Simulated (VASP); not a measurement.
# Ti (Fmmm) in VASP: notebook, part 2 of 3

VASP 6.6.1. The steps go on from the part before.

**3. Single point, PBE (engineering shear strain xy -0.0733, normal strain along z -0.0500)**

INCAR reads:

```
SYSTEM = Ti
PREC = Accurate
ENCUT = 520
EDIFF = 1E-6
ISMEAR = 0
SIGMA = 0.15
LREAL = .FALSE.
LASPH = .TRUE.
NELM = 80
ALGO = Fast
ISIF = 2
LWAVE = .FALSE.
LCHARG = .FALSE.
GGA = PE
NBANDS = 12
```

KPOINTS reads:

```
regular mesh
0
G
  20 20 20
  0 0 0
```

POSCAR reads:

```
Ti
1.0
   -1.6872708295      1.6872708295      1.5462376771
    1.6872708295     -1.6872708295      1.5462376771
    1.5679663855      1.5679663855     -1.5462376771
Ti
1
Direct
    0.0000000000      0.0000000000      0.0000000000
```

Potentials or basis: VASP PAW PBE potentials, release 64 (Ti_sv).

Run with:

```bash
> cat potpaw_PBE.64/Ti_sv/POTCAR > POTCAR
> mpirun -np 1 vasp_std > vasp.out
```

OUTCAR:

```text
SYSTEM = Ti
   PREC = Accurate
   ENCUT = 520
   EDIFF = 1E-6
   ISMEAR = 0
   LREAL = .FALSE.
   LASPH = .TRUE.
   NELM = 80
   ISIF = 2
   GGA = PE

 ion  position               nearest neighbor table
   1  0.000  0.000  0.000-

  LATTYP: Found a face centered orthorhombic cell.
 ALAT       =     3.0924753542
 B/A-ratio  =     1.4340869845
 C/A-ratio  =     1.5432047258

  Lattice vectors:

 A1 = (  -0.1193044440,   3.2552372150,   0.0000000000)
 A2 = (  -1.6872708295,   1.6872708295,   1.5462376771)
 A3 = (   1.5679663855,   1.5679663855,   1.5462376771)

Analysis of symmetry for initial positions (statically):
=====================================================================
 Subroutine PRICEL returns:
 Original cell was already a primitive cell.

 Routine SETGRP: Setting up the symmetry group for a
 face centered orthorhombic supercell.

 Subroutine GETGRP returns: Found  8 space group operations
 (whereof  8 operations were pure point group operations)
 out of a pool of  8 trial point group operations.

The static configuration has the point symmetry D_2h.

Analysis of symmetry for dynamics (positions and initial velocities):
=====================================================================
 Subroutine PRICEL returns:
 Original cell was already a primitive cell.

 Routine SETGRP: Setting up the symmetry group for a
 face centered orthorhombic supercell.

 Subroutine GETGRP returns: Found  8 space group operations
 (whereof  8 operations were pure point group operations)
 out of a pool of  8 trial point group operations.

The dynamic configuration has the point symmetry D_2h.

 Subroutine INISYM returns: Found  8 space group operations
 (whereof  8 operations are pure point group operations),
 and found     1 'primitive' translations

----------------------------------------------------------------------------------------

                                     Primitive cell

  volume of cell :      16.3628

  direct lattice vectors                    reciprocal lattice vectors
    -1.687270830  1.687270830  1.546237677     0.011273924  0.307610464  0.323365552
     1.687270830 -1.687270830  1.546237677     0.307610464  0.011273924  0.323365552
     1.567966385  1.567966385 -1.546237677     0.318884387  0.318884387  0.000000000

  length of vectors
     2.843346032  2.843346032  2.703310586     0.446448854  0.446448854  0.450970625

  position of ions in fractional coordinates (direct lattice)
     0.000000000  0.000000000  0.000000000

  ion indices of the primitive-cell ions
   primitive index   ion index
                 1           1

----------------------------------------------------------------------------------------

 KPOINTS: regular mesh

Automatic generation of k-mesh.
 Grid dimensions read from file:
 generate k-points for:   20   20   20

 Generating k-lattice:

  Cartesian coordinates                     Fractional coordinates (reciprocal lattice)
     0.000563696  0.015380523  0.016168278     0.050000000  0.000000000  0.000000000
     0.015380523  0.000563696  0.016168278     0.000000000  0.050000000  0.000000000
     0.015944219  0.015944219  0.000000000     0.000000000  0.000000000  0.050000000

  Length of vectors
     0.022322443  0.022322443  0.022548531

  Shift w.r.t. Gamma in fractional coordinates (k-lattice)
     0.000000000  0.000000000  0.000000000

 Subroutine IBZKPT returns following result:
 ===========================================

 Found   1166 irreducible k-points:

 Following reciprocal coordinates:
            Coordinates               Weight
  0.000000  0.000000  0.000000      1.000000
  0.050000 -0.000000 -0.000000      8.000000
  0.100000 -0.000000  0.000000      8.000000
  0.150000 -0.000000  0.000000      8.000000
  0.200000 -0.000000  0.000000      8.000000
  0.250000 -0.000000  0.000000      8.000000
[... 16 lines left out ...]
 -0.400000  0.050000  0.000000      8.000000
 -0.350000  0.050000  0.000000      8.000000
 [... further k-points ...]
   k-points           NKPTS =   1166   k-points in BZ     NKDIM =   1166   number of bands    NBANDS=     12
   number of dos      NEDOS =    301   number of ions     NIONS =      1
   total plane-waves  NPLWV =  11520
   dimension x,y,z NGX =    24 NGY =   24 NGZ =   20
   dimension x,y,z NGXF=    48 NGYF=   48 NGZF=   40
   ions per type =               1
   NGX,Y,Z   is equivalent  to a cutoff of  14.03, 14.03, 12.30 a.u.
   NGXF,Y,Z  is equivalent  to a cutoff of  28.06, 28.06, 24.60 a.u.
 SYSTEM =  Ti
   PREC   = accura    normal or accurate (medium, high low for compatibility)
   ISTART =      0    job   : 0-new  1-cont  2-samecut
   ICHARG =      2    charge: 1-file 2-atom 10-const
   ISPIN  =      1    spin polarized calculation?
   LNONCOLLINEAR =      F non collinear calculations
   LSORBIT =      F    spin-orbit coupling
   LASPH  =      T    aspherical Exc in radial PAW
   ENCUT  =  520.0 eV  38.22 Ry    6.18 a.u.   5.29  5.29  5.03*2*pi/ulx,y,z
   NELM   =     80;   NELMIN=  2; NELMDL= -5     # of ELM steps
   EDIFF  = 0.1E-05   stopping-criterion for ELM
   LREAL  =      F    real-space projection
   EDIFFG = 0.1E-04   stopping-criterion for IOM
   NSW    =      0    number of steps for IOM
   IBRION =     -1    ionic relax: 0-MD 1-quasi-New 2-CG
   NFREE  =      0    steps in history (QN), initial steepest desc. (CG)
   ISIF   =      2    stress and relaxation
   ISYM   =      2    0-nonsym 1-usesym 2-fastsym
   POTIM  = 0.5000    time-step for ionic-motion
   TEBEG  =    0.0;   TEEND  =   0.0 temperature during run
   PSTRESS=    0.0 pullay stress
   NELECT =      12.0000    total number of electrons
   NUPDOWN=      -1.0000    fix difference up-down
   EMIN   =  10.00;   EMAX   =-10.00  energy-range for DOS
   EFERMI =   0.00;   METHOD = LEGACY
   ISMEAR =     0;   SIGMA  =   0.15  broadening in eV -4-tet -1-fermi 0-gaus
   EFERMI_NEDOS =   21; number of points for ismear=-14 and -15
   IALGO  =     68    algorithm
   IMIX   =      4    mixing-type and parameters
     AMIX     =   0.40;   BMIX     =  1.00
     AMIX_MAG =   1.60;   BMIX_MAG =  1.00
  volume/ion in A,a.u.               =      16.36       110.42
  Fermi-wavevector in a.u.,A,eV,Ry     =   1.476327  2.789854 29.654473  2.179542
  Thomas-Fermi vector in A             =   2.590868
   LORBIT       =      0    0 simple, 1 ext, 2 COOP (PROOUT), +10 PAW based schemes
   GGA     = PE    functional components
   LHFCALC =     F    Hartree Fock is set to
   AEXX    =    0.0000 exact exchange contribution
   IVDW    =     0    specifies the selected vdW correction
   LEPSILON=     F    determine dielectric tensor
   LRPA    =     F    only Hartree local field effects (RPA)
 non-spin polarized calculation
 RMM-DIIS sequential band-by-band and
 Gauss-broadening in eV      SIGMA  =   0.15
  energy-cutoff  :      520.00
  volume of cell :       16.36
 maximum number of plane-waves:       454
 NGX is ok and might be reduce to    24
   NGX = 11   NGY = 11   NGZ =  9

 number of electron      11.9999998 magnetization

 Free energy of the ion-electron system (eV)
  ---------------------------------------------------
  ext. energy  EPLUGINS =         0.00000000
  ---------------------------------------------------
  free energy    TOTEN  =        -7.71248839 eV

  energy without entropy =       -7.68869825  energy(sigma->0) =       -7.70059332

 E-fermi :   8.7249     XC(G=0): -11.7737

 val. band max:        8.7237173590   @ k =  -0.4500   0.2000  -0.0000
 cond. band min:       8.7254701407   @ k =  -0.3000   0.0500   0.0500
 fundamental gap:      0.0017527817
 Fermi energy:         8.7249222221

 k-point     1 :       0.0000    0.0000    0.0000
  band No.  band energies     occupation
      1     -47.7021      2.00000
      2     -23.5445      2.00000
      3     -23.4743      2.00000
      4     -23.4046      2.00000
      5       2.6493      2.00000
      6       9.4119      0.00000
      7       9.5207      0.00000
      8      10.2838      0.00000
      9      11.4876      0.00000
     10      11.8914      0.00000
     11      25.4418      0.00000
     12      27.0037      0.00000
[... 331 lines left out ...]
 k-point    24 :      -0.3500    0.0500    0.0000
  band No.  band energies     occupation
      1     -47.5779      2.00000
      2     -24.0658      2.00000
      3     -23.6911      2.00000
      4     -23.4736      2.00000
      5       5.5441      2.00000
      6       8.4658      1.98542
      7       9.1074      0.00031
      8      11.6275      0.00000
      9      11.8791      0.00000
     10      12.1534      0.00000
     11      21.4312      0.00000
     12      23.3466      0.00000

 [... further k-points ...]

------------------------ aborting loop because EDIFF is reached ----------------------------------------

  FORCE on cell =-STRESS in cart. coord.  units (eV):
  Direction    XX          YY          ZZ          XY          YZ          ZX
  --------------------------------------------------------------------------------------
  -------------------------------------------------------------------------------------
  Total        0.6545690      0.6545690      0.5130138      0.3120636      0.0000000     -0.0000000
  in kB       64.0926466     64.0926466     50.2321554     30.5559630      0.0000000     -0.0000000
  external PRESSURE =      59.4724829 kB  Pullay stress =       0.0000000 kB

 VOLUME and BASIS-vectors are now :
 -----------------------------------------------------------------------------
  energy-cutoff  :      520.00
  volume of cell :       16.36
      direct lattice vectors                 reciprocal lattice vectors
    -1.687270830  1.687270830  1.546237677     0.011273924  0.307610464  0.323365552
     1.687270830 -1.687270830  1.546237677     0.307610464  0.011273924  0.323365552
     1.567966385  1.567966385 -1.546237677     0.318884387  0.318884387  0.000000000

 POSITION                                       TOTAL-FORCE (eV/Angst)
 -----------------------------------------------------------------------------------
      0.00000      0.00000      0.00000         0.000000     -0.000000      0.000000
 -----------------------------------------------------------------------------------
    total drift:                                0.000000      0.000000      0.000000

  FREE ENERGIE OF THE ION-ELECTRON SYSTEM (eV)
  ---------------------------------------------------
  free  energy   TOTEN  =        -7.7124883889 eV

  energy  without entropy=       -7.6886982540  energy(sigma->0) =       -7.70059332
```

OSZICAR:

```text
N       E                     dE             d eps       ncg     rms          rms(c)
DAV:   1     0.866518776960E+02    0.86652E+02   -0.65542E+03 28116   0.122E+03
DAV:   2    -0.437729603017E+01   -0.91029E+02   -0.88530E+02 28520   0.298E+02
DAV:   3    -0.852786878492E+01   -0.41506E+01   -0.41039E+01 38584   0.649E+01
DAV:   4    -0.861870963663E+01   -0.90841E-01   -0.90754E-01 31080   0.836E+00
[... 11 lines left out ...]
RMM:  16    -0.771248289355E+01   -0.10075E-04   -0.75415E-05 34275   0.375E-02    0.280E-02
RMM:  17    -0.771248855172E+01   -0.56582E-05   -0.43801E-05 34465   0.370E-02    0.510E-02
RMM:  18    -0.771248757585E+01    0.97587E-06   -0.47979E-05 37373   0.579E-02    0.678E-03
RMM:  19    -0.771248791514E+01   -0.33929E-06   -0.15618E-05 30886   0.304E-02    0.668E-03
RMM:  20    -0.771248838887E+01   -0.47373E-06   -0.87228E-06 24526   0.121E-02
   1 F= -.77124884E+01 E0= -.77005933E+01  d E =-.237901E-01
```

stdout:

```text
POSCAR found type information on POSCAR Ti
 POSCAR found :  1 types and       1 ions
 scaLAPACK will be used
 LDA part: xc-table for (Slater+PW92), standard interpolation
 POSCAR, INCAR and KPOINTS ok, starting setup
 FFT: planning ... GRIDC
 FFT: planning ... GRID_SOFT
 FFT: planning ... GRID
 WAVECAR not read
 entering main loop
WARNING in EDDRMM: call to ZHEGV failed, returncode =   8  4     10
WARNING in EDDRMM: call to ZHEGV failed, returncode =   8  4      7
WARNING in EDDRMM: call to ZHEGV failed, returncode =   6  3     10
WARNING in EDDRMM: call to ZHEGV failed, returncode =   8  4      7
WARNING in EDDRMM: call to ZHEGV failed, returncode =   6  3      5
WARNING in EDDRMM: call to ZHEGV failed, returncode =   6  3      7
WARNING in EDDRMM: call to ZHEGV failed, returncode =   6  3      5
WARNING in EDDRMM: call to ZHEGV failed, returncode =   8  4      7
WARNING in EDDRMM: call to ZHEGV failed, returncode =   6  3      7
WARNING in EDDRMM: call to ZHEGV failed, returncode =   6  3      7
WARNING in EDDRMM: call to ZHEGV failed, returncode =   6  3      6
WARNING in EDDRMM: call to ZHEGV failed, returncode =   6  3      9
WARNING in EDDRMM: call to ZHEGV failed, returncode =   8  4      9
WARNING in EDDRMM: call to ZHEGV failed, returncode =   6  3      7
WARNING in EDDRMM: call to ZHEGV failed, returncode =   8  4      5
```

It took 3.7 min on 1 thread of Intel Xeon 6975P-C, shared host; peak memory 0.33 GiB.

What came out:

| Property | Result |
| --- | --- |
| Free energy | -7.7125 eV |
| Pressure | 5.9 GPa |
| Band gap on the k mesh | zero (band 6 reaches 9.65 eV, above the bottom of band 7 at 8.10 eV) |

Stress tensor (GPa, compression positive):
```
6.41 3.06 0.00
3.06 6.41 0.00
0.00 0.00 5.02
```

Levels at points of the mesh, in eV from the Fermi level:
| k point | band 2 | band 3 | band 4 | band 5 | band 6 | band 7 | band 8 | band 9 | band 10 | band 11 |
| --- | --- | --- | --- | --- | --- | --- | --- | --- | --- | --- |
| (0.00, 0.00, 0.00) | -32.27 | -32.20 | -32.13 | -6.08 | 0.69 | 0.80 | 1.56 | 2.76 | 3.17 | 16.72 |
| (0.50, 0.00, 0.00) | -33.04 | -32.47 | -32.20 | -2.60 | -0.63 | 1.48 | 3.00 | 3.46 | 4.57 | 9.60 |
| (0.50, 0.50, 0.00) | -32.97 | -32.37 | -32.13 | -2.65 | -0.29 | 0.58 | 2.85 | 3.46 | 4.36 | 8.59 |
| (0.00, 0.00, 0.50) | -33.08 | -32.51 | -32.23 | -2.58 | -0.01 | 1.66 | 2.43 | 2.85 | 4.78 | 9.79 |
| (0.50, 0.50, 0.50) | -32.88 | -32.71 | -32.69 | -2.36 | -2.27 | 3.84 | 4.26 | 4.52 | 8.26 | 8.62 |

Caveat: the cell differs from its parent crystal (engineering shear strain xy -0.0733, normal strain along z -0.0500).

(Part 2 of 3 ends here.)
